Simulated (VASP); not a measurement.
Here is a VASP 6.6.1 calculation.

The input INCAR:

```
SYSTEM = CaPdC4N4
ALGO = Normal
EDIFF = 1E-6
ENCUT = 520
GGA = PE
ISIF = 2
ISMEAR = 0
ISPIN = 2
LASPH = .TRUE.
LCHARG = .FALSE.
LMAXMIX = 4
LORBIT = 11
LREAL = .FALSE.
LWAVE = .FALSE.
MAGMOM = 0 1 0 0 0 0 0 0 0 0
NBANDS = 43
NELM = 150
PREC = Accurate
SIGMA = 0.1
```

KPOINTS

```
k-points
0
G
  4 4 4
  0 0 0
```

POSCAR

```
CaPdC4N4
1.0
    6.6316491281      0.0000000000      0.0000000000
    0.0000000000      6.6316491281      0.0000000000
    0.0000000000      0.0000000000      6.6316491281
Ca Pd C N
1 1 4 4
Direct
    0.0000000000      0.0000000000      0.0000000000
    0.5000000000      0.5000000000      0.5000000000
    0.2167871725      0.2167871725      0.2167871725
    0.2167871725      0.7832128275      0.7832128275
    0.7832128275      0.2167871725      0.7832128275
    0.7832128275      0.7832128275      0.2167871725
    0.3186788350      0.3186788350      0.3186788350
    0.3186788350      0.6813211650      0.6813211650
    0.6813211650      0.3186788350      0.6813211650
    0.6813211650      0.6813211650      0.3186788350
```

Potentials or basis: VASP PAW PBE potentials, release 64 (Ca_sv, Pd, C, N).

Launch:

```bash
$ cat potpaw_PBE.64/Ca_sv/POTCAR potpaw_PBE.64/Pd/POTCAR potpaw_PBE.64/C/POTCAR potpaw_PBE.64/N/POTCAR > POTCAR
$ mpirun -np 1 vasp_std > vasp.out
```

Problem. Predict the site moments.

Solution. Ca +0.01; Pd +1.30; C +0.04; N +0.08 μB.

Problem. What does it give for the largest force?

Solution. 0.391 eV/Å.

Problem. Predict the band gap on the k mesh.

Solution. Zero (filled and empty bands overlap).

Problem. Predict the net moment.

Solution. 2.00 μB per cell.

Forces in eV/Å, atoms in the order of the input:
```
Ca   0.000  0.000  0.000
Pd   0.000  0.000  0.000
C   -0.208 -0.208 -0.208
C   -0.208  0.208  0.208
C    0.208 -0.208  0.208
C    0.208  0.208 -0.208
N    0.226  0.226  0.226
N    0.226 -0.226 -0.226
N   -0.226  0.226 -0.226
N   -0.226 -0.226  0.226
```
